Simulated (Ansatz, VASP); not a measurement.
**AlNi in VASP and in Ansatz**

INCAR

```
ALGO = Normal ; EDIFF = 1E-6
ENCUT = 520 ; GGA = PS
ISIF = 2 ; ISMEAR = 0
LASPH = True ; LCHARG = False
LREAL = False ; LWAVE = False
NBANDS = 36 ; NELM = 100
PREC = Accurate ; SIGMA = 0.15
```

KPOINTS

```
k-points
0
Gamma
  8 8 8
```

File POSCAR:

```
AlNi
1.0
   -2.8621655562      2.8621655562      2.8621655562
    2.8621655562     -2.8621655562      2.8621655562
    2.8621655562      2.8621655562     -2.8621655562
Al Ni
4 4
Direct
    0.5000000000      0.0000000000      0.5000000000
    0.0000000000      0.5000000000      0.5000000000
    0.0000000000      0.0000000000      0.0000000000
    0.5000000000      0.5000000000      0.0000000000
    0.5000000000      0.5000000000      0.5000000000
    0.0000000000      0.0000000000      0.5000000000
    0.0000000000      0.5000000000      0.0000000000
    0.5000000000      0.0000000000      0.0000000000
```

Input for Ansatz:

```yaml
crystal:
  lattice:
    - [-2.8621655562, 2.8621655562, 2.8621655562]
    - [2.8621655562, -2.8621655562, 2.8621655562]
    - [2.8621655562, 2.8621655562, -2.8621655562]
  atoms:
    - { symbol: Al, position: [0.5, 0.0, 0.5] }
    - { symbol: Al, position: [0.0, 0.5, 0.5] }
    - { symbol: Al, position: [0.0, 0.0, 0.0] }
    - { symbol: Al, position: [0.5, 0.5, 0.0] }
    - { symbol: Ni, position: [0.5, 0.5, 0.5] }
    - { symbol: Ni, position: [0.0, 0.0, 0.5] }
    - { symbol: Ni, position: [0.0, 0.5, 0.0] }
    - { symbol: Ni, position: [0.5, 0.0, 0.0] }
basis:
  ecutwfc: 420
kpoints:
  mp_grid: { grid: [8, 8, 8] }
hamiltonian:
  xc: pbesol
scf:
  occupations: { method: gaussian, width: 0.15 }
output:
  forces: true
  stress: true
  eigenvalues: true
```

Alike in both runs: task single point; functional PBEsol; k mesh 8 × 8 × 8; occupations gaussian, width 0.15 eV; no spin polarisation.

|  | VASP | Ansatz |
| --- | --- | --- |
| version | VASP 6.6.1 | Ansatz 0.2.0 |
| potentials or method | VASP PAW PBE potentials, release 64 (Al, Ni), cutoff 520 eV | scalar-relativistic, plane waves, PAW |
| valence electrons in the cell | 52 | 84 |

```tsv
	VASP	Ansatz	Ansatz less VASP
gap on the k mesh at the Fermi level (eV)	none	none	-
pressure (GPa)	0.3	0.0	-0.23
```

VASP's potentials were made for PBE, not for PBEsol. A gap of «none» marks a metal or a gap that the smearing closes. VASP's potentials hold 52 valence electrons a cell and Ansatz's 84, so a difference there can come from the potentials and not from the codes.
